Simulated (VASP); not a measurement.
# CdF2 (Immm) in VASP: further runs

CdF2 is run at these levels: PBE; tasks: single point.

Everything below comes from runs of VASP 6.6.1. Logs are shortened: lines on timing, memory, paths and dates and some standing lists are left out, and cuts for length are marked.

### 1 The cell of the first run

It takes space group Immm (No. 71, orthorhombic). The conventional cell has a = 3.591 Å, b = 4.160 Å, c = 5.627 Å, α = 90.00°, β = 90.00°, γ = 90.00°. Cd (site symmetry mmm) has 8 F at 2.28 to 2.51 Å within 3.0 Å. Within 3.0 Å of F (site symmetry mm2) lie 4 Cd at 2.28 to 2.51 Å and 6 F at 2.75 to 2.81 Å.

### 2 Single point, PBE (engineering shear strain xy -0.1467, normal strain along z +0.0267)

INCAR

```
PREC = Accurate
ENCUT = 520
EDIFF = 1E-6
ISMEAR = 0
SIGMA = 0.05
LREAL = F
LASPH = T
NELM = 80
ALGO = Normal
ISIF = 2
LWAVE = F
LCHARG = F
GGA = PE
NBANDS = 20
```

KPOINTS

```
Automatic mesh
0
Gamma
  8 8 8
```

POSCAR

```
CdF2
1.0
   -0.2009988431      2.7402705265      2.8134357496
    2.7402705265     -0.2009988431      2.8134357496
    2.5392716834      2.5392716834      0.0000000000
Cd F
1 2
Direct
    0.0000000000      0.0000000000      0.0000000000
    0.2500000000      0.2500000000      0.2500000000
    0.7500000000      0.7500000000      0.7500000000
```

Potentials or basis: VASP PAW PBE potentials, release 64 (Cd, F).

Command:

```sh
$ cat potpaw_PBE.64/Cd/POTCAR potpaw_PBE.64/F/POTCAR > POTCAR
$ mpirun -np 1 vasp_std > vasp.out
```

OUTCAR:

```text
PREC = Accurate
   ENCUT = 520
   EDIFF = 1E-6
   ISMEAR = 0
   LREAL = F
   LASPH = T
   NELM = 80
   ISIF = 2
   GGA = PE

 ion  position               nearest neighbor table
   1  0.000  0.000  0.000-   3 2.28   2 2.28   3 2.28   2 2.28   3 2.51   3 2.51   2 2.51   2 2.51

   2  0.250  0.250  0.250-   1 2.28   1 2.28   1 2.51   1 2.51
   3  0.750  0.750  0.750-   1 2.28   1 2.28   1 2.51   1 2.51

  LATTYP: Found a body centered orthorhombic cell.
 ALAT       =     3.5910724532
 B/A-ratio  =     1.1583121998
 C/A-ratio  =     1.5669055895

  Lattice vectors:

 A1 = (   0.2009988431,  -2.7402705265,  -2.8134357496)
 A2 = (  -0.2009988431,   2.7402705265,  -2.8134357496)
 A3 = (   2.7402705265,  -0.2009988431,   2.8134357496)

Analysis of symmetry for initial positions (statically):
=====================================================================
 Subroutine PRICEL returns:
 Original cell was already a primitive cell.

 Routine SETGRP: Setting up the symmetry group for a
 body centered orthorhombic supercell.

 Subroutine GETGRP returns: Found  8 space group operations
 (whereof  8 operations were pure point group operations)
 out of a pool of  8 trial point group operations.

The static configuration has the point symmetry D_2h.

Analysis of symmetry for dynamics (positions and initial velocities):
=====================================================================
 Subroutine PRICEL returns:
 Original cell was already a primitive cell.

 Routine SETGRP: Setting up the symmetry group for a
 body centered orthorhombic supercell.

 Subroutine GETGRP returns: Found  8 space group operations
 (whereof  8 operations were pure point group operations)
 out of a pool of  8 trial point group operations.

The dynamic configuration has the point symmetry D_2h.

 Subroutine INISYM returns: Found  8 space group operations
 (whereof  8 operations are pure point group operations),
 and found     1 'primitive' translations

----------------------------------------------------------------------------------------

                                     Primitive cell

  volume of cell :      42.0253

  direct lattice vectors                    reciprocal lattice vectors
    -0.200998843  2.740270526  2.813435750    -0.169994631  0.169994631  0.177718649
     2.740270526 -0.200998843  2.813435750     0.169994631 -0.169994631  0.177718649
     2.539271683  2.539271683  0.000000000     0.196906855  0.196906855 -0.177718649

  length of vectors
     3.932544191  3.932544191  3.591072453     0.298965327  0.298965327  0.330346087

  position of ions in fractional coordinates (direct lattice)
     0.000000000  0.000000000  0.000000000
     0.250000000  0.250000000  0.250000000
     0.750000000  0.750000000  0.750000000

  ion indices of the primitive-cell ions
   primitive index   ion index
                 1           1
                 2           2
                 3           3

----------------------------------------------------------------------------------------

 KPOINTS: Automatic mesh

Automatic generation of k-mesh.
 Grid dimensions read from file:
 generate k-points for:    8    8    8

 Generating k-lattice:

  Cartesian coordinates                     Fractional coordinates (reciprocal lattice)
    -0.021249329  0.021249329  0.022214831     0.125000000  0.000000000  0.000000000
     0.021249329 -0.021249329  0.022214831     0.000000000  0.125000000  0.000000000
     0.024613357  0.024613357 -0.022214831     0.000000000  0.000000000  0.125000000

  Length of vectors
     0.037370666  0.037370666  0.041293261

  Shift w.r.t. Gamma in fractional coordinates (k-lattice)
     0.000000000  0.000000000  0.000000000

 Subroutine IBZKPT returns following result:
 ===========================================

 Found     95 irreducible k-points:

 Following reciprocal coordinates:
            Coordinates               Weight
  0.000000  0.000000  0.000000      1.000000
  0.125000  0.000000  0.000000      4.000000
  0.250000  0.000000  0.000000      4.000000
  0.375000  0.000000  0.000000      4.000000
  0.500000  0.000000  0.000000      2.000000
  0.125000  0.125000  0.000000      2.000000
[... 16 lines left out ...]
  0.125000 -0.000000  0.125000      4.000000
  0.250000  0.000000  0.125000      8.000000
 [... further k-points ...]
   k-points           NKPTS =     95   k-points in BZ     NKDIM =     95   number of bands    NBANDS=     20
   number of dos      NEDOS =    301   number of ions     NIONS =      3
   total plane-waves  NPLWV =  25200
   dimension x,y,z NGX =    30 NGY =   30 NGZ =   28
   dimension x,y,z NGXF=    60 NGYF=   60 NGZF=   56
   ions per type =               1   2
   NGX,Y,Z   is equivalent  to a cutoff of  12.68, 12.68, 12.96 a.u.
   NGXF,Y,Z  is equivalent  to a cutoff of  25.36, 25.36, 25.92 a.u.
 SYSTEM =  unknown system
   PREC   = accura    normal or accurate (medium, high low for compatibility)
   ISTART =      0    job   : 0-new  1-cont  2-samecut
   ICHARG =      2    charge: 1-file 2-atom 10-const
   ISPIN  =      1    spin polarized calculation?
   LNONCOLLINEAR =      F non collinear calculations
   LSORBIT =      F    spin-orbit coupling
   LASPH  =      T    aspherical Exc in radial PAW
   ENCUT  =  520.0 eV  38.22 Ry    6.18 a.u.   7.31  7.31  6.68*2*pi/ulx,y,z
   NELM   =     80;   NELMIN=  2; NELMDL= -5     # of ELM steps
   EDIFF  = 0.1E-05   stopping-criterion for ELM
   LREAL  =      F    real-space projection
   EDIFFG = 0.1E-04   stopping-criterion for IOM
   NSW    =      0    number of steps for IOM
   IBRION =     -1    ionic relax: 0-MD 1-quasi-New 2-CG
   NFREE  =      0    steps in history (QN), initial steepest desc. (CG)
   ISIF   =      2    stress and relaxation
   ISYM   =      2    0-nonsym 1-usesym 2-fastsym
   POTIM  = 0.5000    time-step for ionic-motion
   TEBEG  =    0.0;   TEEND  =   0.0 temperature during run
   PSTRESS=    0.0 pullay stress
   NELECT =      26.0000    total number of electrons
   NUPDOWN=      -1.0000    fix difference up-down
   EMIN   =  10.00;   EMAX   =-10.00  energy-range for DOS
   EFERMI =   0.00;   METHOD = LEGACY
   ISMEAR =     0;   SIGMA  =   0.05  broadening in eV -4-tet -1-fermi 0-gaus
   EFERMI_NEDOS =   21; number of points for ismear=-14 and -15
   IALGO  =     38    algorithm
   IMIX   =      4    mixing-type and parameters
     AMIX     =   0.40;   BMIX     =  1.00
     AMIX_MAG =   1.60;   BMIX_MAG =  1.00
  volume/ion in A,a.u.               =      14.01        94.53
  Fermi-wavevector in a.u.,A,eV,Ry     =   1.394962  2.636095 26.475825  1.945918
  Thomas-Fermi vector in A             =   2.518460
   LORBIT       =      0    0 simple, 1 ext, 2 COOP (PROOUT), +10 PAW based schemes
   GGA     = PE    functional components
   LHFCALC =     F    Hartree Fock is set to
   AEXX    =    0.0000 exact exchange contribution
   IVDW    =     0    specifies the selected vdW correction
   LEPSILON=     F    determine dielectric tensor
   LRPA    =     F    only Hartree local field effects (RPA)
 non-spin polarized calculation
 Gauss-broadening in eV      SIGMA  =   0.05
  energy-cutoff  :      520.00
  volume of cell :       42.03
 maximum number of plane-waves:      1145
 NGX is ok and might be reduce to    30
   NGX = 15   NGY = 15   NGZ = 13

 number of electron      25.9999998 magnetization

 Free energy of the ion-electron system (eV)
  ---------------------------------------------------
  ext. energy  EPLUGINS =         0.00000000
  ---------------------------------------------------
  free energy    TOTEN  =       -10.84511335 eV

  energy without entropy =      -10.84511335  energy(sigma->0) =      -10.84511335

 E-fermi :  -1.4585     XC(G=0): -10.0169

 val. band max:       -1.6956366835   @ k =   0.5000   0.5000   0.0000
 cond. band min:       1.0755894172   @ k =   0.0000   0.0000   0.0000
 fundamental gap:      2.7712261007
 Fermi energy:        -1.4585237706

 k-point     1 :       0.0000    0.0000    0.0000
  band No.  band energies     occupation
      1     -22.3061      2.00000
      2     -21.4032      2.00000
      3      -7.3534      2.00000
      4      -7.3355      2.00000
      5      -7.1925      2.00000
      6      -6.3397      2.00000
[... 12 lines left out ...]
     19      17.3143      0.00000
     20      18.0979      0.00000

 k-point     2 :       0.1250    0.0000    0.0000
  band No.  band energies     occupation
      1     -22.2688      2.00000
      2     -21.4378      2.00000
      3      -7.3162      2.00000
      4      -7.2839      2.00000
      5      -7.0891      2.00000
      6      -6.3467      2.00000
[... 12 lines left out ...]
     19      16.9140      0.00000
     20      17.9204      0.00000

 k-point     3 :       0.2500    0.0000    0.0000
  band No.  band energies     occupation
      1     -22.1650      2.00000
      2     -21.5333      2.00000
      3      -7.2292      2.00000
      4      -7.1940      2.00000
      5      -6.7788      2.00000
      6      -6.3502      2.00000
[... 12 lines left out ...]
     19      16.8915      0.00000
     20      17.5784      0.00000

 k-point     4 :       0.3750    0.0000    0.0000
  band No.  band energies     occupation
      1     -22.0179      2.00000
      2     -21.6711      2.00000
      3      -7.1500      2.00000
      4      -7.1266      2.00000
      5      -6.3995      2.00000
      6      -6.3164      2.00000
[... 12 lines left out ...]
     19      16.6014      0.00000
     20      17.3119      0.00000

 k-point     5 :       0.5000    0.0000    0.0000
  band No.  band energies     occupation
      1     -21.8875      2.00000
      2     -21.7973      2.00000
      3      -7.1210      2.00000
      4      -7.1048      2.00000
      5      -6.3208      2.00000
      6      -6.2838      2.00000
[... 12 lines left out ...]
     19      16.3456      0.00000
     20      17.2156      0.00000
[... 353 lines left out ...]
      6      -6.2509      2.00000
[... 12 lines left out ...]
     19      16.7795      0.00000
     20      19.6584      0.00000

 k-point    22 :       0.0000    0.0000    0.1250
  band No.  band energies     occupation
      1     -22.2606      2.00000
      2     -21.4404      2.00000
      3      -7.2775      2.00000
      4      -7.1974      2.00000
      5      -7.1307      2.00000
      6      -6.3612      2.00000
[... 12 lines left out ...]
     19      16.9354      0.00000
     20      17.1819      0.00000

 k-point    23 :       0.1250   -0.0000    0.1250
  band No.  band energies     occupation
      1     -22.2493      2.00000
      2     -21.4515      2.00000
      3      -7.2474      2.00000
      4      -7.2468      2.00000
      5      -7.0630      2.00000
      6      -6.3935      2.00000
[... 12 lines left out ...]
     19      17.1910      0.00000
     20      17.6321      0.00000

 k-point    24 :       0.2500    0.0000    0.1250
  band No.  band energies     occupation
      1     -22.1717      2.00000
      2     -21.5222      2.00000
      3      -7.1956      2.00000
      4      -7.1623      2.00000
      5      -6.8235      2.00000
      6      -6.4279      2.00000
[... 12 lines left out ...]
     19      17.4943      0.00000
     20      18.3162      0.00000

 [... further k-points ...]
[... 5 lines left out ...]
  --------------------------------------------------------------------------------------
  -------------------------------------------------------------------------------------
  Total        0.3459428      0.3459428     -0.3775793      0.7631899      0.0000000      0.0000000
  in kB       13.1887567     13.1887567    -14.3948718     29.0959292      0.0000000      0.0000000
  external PRESSURE =       3.9942139 kB  Pullay stress =       0.0000000 kB

 VOLUME and BASIS-vectors are now :
 -----------------------------------------------------------------------------
  energy-cutoff  :      520.00
  volume of cell :       42.03
      direct lattice vectors                 reciprocal lattice vectors
    -0.200998843  2.740270526  2.813435750    -0.169994631  0.169994631  0.177718649
     2.740270526 -0.200998843  2.813435750     0.169994631 -0.169994631  0.177718649
     2.539271683  2.539271683  0.000000000     0.196906855  0.196906855 -0.177718649

 POSITION                                       TOTAL-FORCE (eV/Angst)
 -----------------------------------------------------------------------------------
      0.00000      0.00000      0.00000         0.000000     -0.000000      0.000000
      1.26964      1.26964      1.40672        -0.000000     -0.000000      0.172165
      3.80891      3.80891      4.22015         0.000000      0.000000     -0.172165
 -----------------------------------------------------------------------------------
    total drift:                                0.000000     -0.000000      0.000000

  FREE ENERGIE OF THE ION-ELECTRON SYSTEM (eV)
  ---------------------------------------------------
  free  energy   TOTEN  =       -10.8451133481 eV

  energy  without entropy=      -10.8451133481  energy(sigma->0) =      -10.84511335
```

Run time: 66 s. Hardware: 1 thread of AMD EPYC 7R13 (Zen 3), shared host; peak memory 0.18 GiB.

Results:

| Item | Value |
| --- | --- |
| Free energy | -10.8451 eV |
| Pressure | 0.4 GPa |
| Largest force | 0.172 eV/Å |
| Band gap on the k mesh | 2.77 eV (least direct gap 3.18 eV) |

Forces on the atoms (eV/Å):
```
Cd   0.000  0.000  0.000
F    0.000  0.000  0.172
F    0.000  0.000 -0.172
```

Stress tensor (GPa, compression positive):
```
 1.32  2.91  0.00
 2.91  1.32  0.00
 0.00  0.00 -1.44
```

Caveat: the cell differs from its parent crystal (engineering shear strain xy -0.1467, normal strain along z +0.0267). A k mesh can miss the band edges.

### 3 Single point, PBE (engineering shear strain xy -0.1467, normal strain along z +0.0400)

INCAR

```
ALGO = Normal
EDIFF = 1E-7
ENCUT = 520
GGA = PE
ISIF = 2
ISMEAR = 0
LASPH = True
LCHARG = True
LELF = True
LREAL = False
LVHAR = True
LWAVE = False
NBANDS = 20
NELM = 100
PREC = Accurate
SIGMA = 0.05
```

KPOINTS

```
k-points
0
Gamma
  8 8 8
```

POSCAR

```
CdF2
1.0
   -0.2009988431      2.7402705265      2.8498813476
    2.7402705265     -0.2009988431      2.8498813476
    2.5392716834      2.5392716834      0.0000000000
Cd F
1 2
Direct
    0.0000000000      0.0000000000      0.0000000000
    0.2500000000      0.2500000000      0.2500000000
    0.7500000000      0.7500000000      0.7500000000
```

Potentials or basis: VASP PAW PBE potentials, release 64 (Cd, F).

Command:

```sh
$ cat potpaw_PBE.64/Cd/POTCAR potpaw_PBE.64/F/POTCAR > POTCAR
$ mpirun -np 1 vasp_std > vasp.out
```

Run time: 73 s. Hardware: 1 thread of AMD EPYC 7R13 (Zen 3), shared host; peak memory 0.18 GiB.

The run converged. Its results:

| Quantity | Value |
| --- | --- |
| Free energy | -10.8377 eV |
| Pressure | -0.8 GPa |
| Largest force | 0.119 eV/Å |
| Band gap on the k mesh | 2.72 eV (least direct gap 3.16 eV) |

Forces in eV/Å, atoms in the order of the input:
```
Cd   0.000  0.000  0.000
F    0.000  0.000  0.119
F    0.000  0.000 -0.119
```

Stress tensor (GPa, compression positive):
```
 0.52  2.54  0.00
 2.54  0.52  0.00
 0.00  0.00 -3.52
```

Levels at points of the mesh, in eV from the valence-band top:
```tsv
k point	band 10	band 11	band 12	band 13	band 14	band 15	band 16	band 17
(0.00, 0.00, 0.00)	-1.00	-0.74	-0.61	-0.44	2.72	10.86	12.41	13.63
(0.50, 0.00, 0.00)	-1.66	-1.61	-0.58	-0.31	6.15	8.40	13.27	14.97
(0.50, 0.50, 0.00)	-2.42	-0.68	-0.28	0.00	7.23	9.20	11.70	12.27
(0.00, 0.00, 0.50)	-1.88	-1.59	-0.73	-0.58	6.81	9.05	12.81	13.88
(0.50, 0.00, 0.50)	-2.67	-0.48	-0.24	-0.21	7.30	8.99	11.67	13.03
```

Caveat: the cell differs from its parent crystal (engineering shear strain xy -0.1467, normal strain along z +0.0400).

[end of part 1 of 2]
